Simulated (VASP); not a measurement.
Si2B2C:

```xyz
5
Lattice="2.8984 0.0000 0.0000 -1.4492 2.5101 0.0000 0.0000 0.0000 6.6176" Properties=species:S:1:pos:R:3 pbc="T T T"
Si    0.0000    1.6734    1.2287
Si    0.0000    1.6734    5.3889
B     1.4492    0.8367    3.3088
B     0.0000    0.0000    0.0000
C     0.0000    1.6734    3.3088
```

- Program: VASP 6.6.1
- Task: relaxation of cell and atoms
- Functional: PBE
- Potentials or basis: VASP PAW PBE potentials, release 64 (Si, B, C)
- Cutoff: 600 eV
- k mesh: 12 × 12 × 6
- Occupations: gaussian, width 0.1 eV
- Spin: no spin polarisation

At the start: pressure 0.5 GPa; volume 9.63 Å³/atom.

Question: Where does the relaxation end?

Answer: Over 9 steps the energy falls by 3.1 meV/atom and the volume is 9.67 Å³/atom (+0.5 %); space group P-6m2 (No. 187, to 0.05 Å).

Step by step:
```
step  energy change (eV)  largest force (eV/Å)  pressure (GPa)  volume (Å³)
   1              0.0000                0.4323            0.52        48.14
   2             -0.0132                0.2054            0.38        48.36
   3             -0.0146                0.0984            0.48        48.30
   4             -0.0146                0.0881            0.48        48.30
   5             -0.0146                0.0801            0.49        48.30
   6             -0.0151                0.0007           -0.40        48.50
   7             -0.0152                0.0169           -0.22        48.46
   8             -0.0153                0.0041           -0.08        48.40
   9             -0.0153                0.0046            0.00        48.36
```

Final structure:
```
CELL_PARAMETERS angstrom
2.91955 0.00000 0.00000
-1.45977 2.52840 0.00000
0.00000 0.00000 6.55157
ATOMIC_POSITIONS crystal
Si 0.33333 0.66667 0.18407
Si 0.33333 0.66667 0.81593
B 0.66667 0.33333 0.50000
B 0.00000 0.00000 0.00000
C 0.33333 0.66667 0.50000
```
